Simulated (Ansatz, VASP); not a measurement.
One calculation of Bi2Te3, two programs

File INCAR:

```
SYSTEM = Bi2Te3
PREC = Accurate
ENCUT = 520
EDIFF = 1E-6
ISMEAR = -1
SIGMA = 0.05
LREAL = .False.
LASPH = .True.
NELM = 80
ALGO = Normal
ISIF = 2
LWAVE = .False.
LCHARG = .False.
GGA = B5
ALDAX = 1.0
AGGAX = 1.0
AGGAC = 1.0
ALDAC = 0.0
NBANDS = 32
```

File KPOINTS:

```
regular mesh
0
Gamma
  7 7 7
  0 0 0
```

Contents of POSCAR:

```
Bi2Te3
1.0
    2.1930000000      1.2661291403     10.1656666667
   -2.1930000000      1.2661291403     10.1656666667
    0.0000000000     -2.5322582807     10.1656666667
Bi Te
2 3
Direct
    0.6000000000      0.6000000000      0.6000000000
    0.4000000000      0.4000000000      0.4000000000
    0.7905000000      0.7905000000      0.7905000000
    0.2095000000      0.2095000000      0.2095000000
    0.0000000000      0.0000000000      0.0000000000
```

File input.yaml:

```yaml
crystal:
  lattice:
    - [2.193, 1.2661291403, 10.1656666667]
    - [-2.193, 1.2661291403, 10.1656666667]
    - [0.0, -2.5322582807, 10.1656666667]
  atoms:
    - { symbol: Bi, position: [0.6, 0.6, 0.6] }
    - { symbol: Bi, position: [0.4, 0.4, 0.4] }
    - { symbol: Te, position: [0.7905, 0.7905, 0.7905] }
    - { symbol: Te, position: [0.2095, 0.2095, 0.2095] }
    - { symbol: Te, position: [0.0, 0.0, 0.0] }
hamiltonian:
  xc: blyp
  pseudopotentials: { kind: paw }
kpoints:
  mp_grid: { grid: [7, 7, 7] }
scf:
  occupations: { method: fermi_dirac, width: 0.05 }
output:
  forces: true
  stress: true
  eigenvalues: true
```

Alike in both runs: task single point; functional BLYP; k mesh 7 × 7 × 7; occupations fermi-dirac, width 0.05 eV; no spin polarisation.

```csv
,VASP,Ansatz
version,VASP 6.6.1,Ansatz 0.2.0
potentials or method,"VASP PAW PBE potentials, release 64 (Bi_d, Te)",Ansatz PAW
plane-wave cutoff (eV),520,420
valence electrons in the cell,48,78
```

|  | VASP | Ansatz | Ansatz less VASP |
| --- | --- | --- | --- |
| gap on the k mesh at the Fermi level (eV) | 0.31 | 0.33 | +0.013 |
| least direct gap on the mesh (eV) | 0.31 | 0.33 | +0.013 |
| pressure (GPa) | 5.6 | 5.4 | -0.21 |
| traceless stress, the component that is largest in VASP (GPa) | -0.23 | -0.25 | -0.013 |
| rms of the force components (eV/Å) | 0.030 | 0.025 | -0.0054 |

VASP's potentials were made for PBE, not for BLYP. Atom by atom the forces differ by 0.017 eV/Å (rms over components). VASP's potentials hold 48 valence electrons a cell and Ansatz's 78, so a difference there can come from the potentials and not from the codes.

Neither program's run includes spin-orbit coupling. Noted on Ansatz's run: odd divisions of the mesh miss points on the zone boundary, where band edges often lie, so the gap on the mesh can be too wide.
